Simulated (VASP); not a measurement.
The system is Ga3AsP2.

```xyz
6
Lattice="3.9060 0.0000 0.0000 -1.9530 3.3827 0.0000 0.0000 0.0000 9.5622" Properties=species:S:1:pos:R:3 pbc="T T T"
P     0.0000    0.0000    0.0293
P     0.0000    2.2551    3.1605
As    1.9530    1.1276    6.3717
Ga    0.0000    2.2551    0.7961
Ga    1.9530    1.1276    3.9237
Ga    0.0000    0.0000    7.2336
```

Base run:

- Program: VASP 6.6.1
- Functional: PBE
- Potentials or basis: VASP PAW PBE potentials, release 64 (P, As, Ga_d)
- Cutoff: 520 eV
- k mesh: 12 × 12 × 4
- Occupations: gaussian, width 0.01 eV
- Spin: no spin polarisation

Its results: band gap on the k mesh 1.22 eV; pressure 2.7 GPa; largest force 0.077 eV/Å.

Q: The run is repeated on the same cell with these changes: functional from PBE to r2SCAN; further incar settings from ALGO = Normal; EDIFF = 1e-06; NBANDS = 36 to ALGO = Normal; EDIFF = 1e-07; NBANDS = 36. What comes out?

A: Band gap on the k mesh 1.62 eV (least direct gap 1.70 eV); pressure 0.0 GPa; largest force 0.017 eV/Å.

Caveats: the PAW data sets were made with another functional, which shifts forces and pressure a little (at least some runs).

A k mesh can miss the band edges.
